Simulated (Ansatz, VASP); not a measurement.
# Two plane-wave programs on S

```xyz
1
Lattice="0.0000 1.9953 1.9953 1.9953 0.0000 1.9953 1.9953 1.9953 0.0000" Properties=species:S:1:pos:R:3 pbc="T T T"
S     0.0000    0.0000    0.0000
```

Alike in both runs: functional PBE; k mesh 17 × 17 × 17; occupations fermi-dirac, width 0.08 eV; no spin polarisation.

Ansatz relaxed the structure, and its values are those at the end. VASP's run is a single point on that final structure, the one shown.

```csv
,VASP,Ansatz
version,VASP 6.6.1,Ansatz 0.2.0
potentials or method,"VASP PAW PBE potentials, release 64 (S)","PAW with Ansatz's default frozen-core files, scalar-relativistic"
plane-wave cutoff (eV),520,420
valence electrons in the cell,6,6
```

VASP gave:

```
pressure (GPa) : -0.2
```

What did Ansatz give for the same quantities?

Pressure (GPa): 0.0.
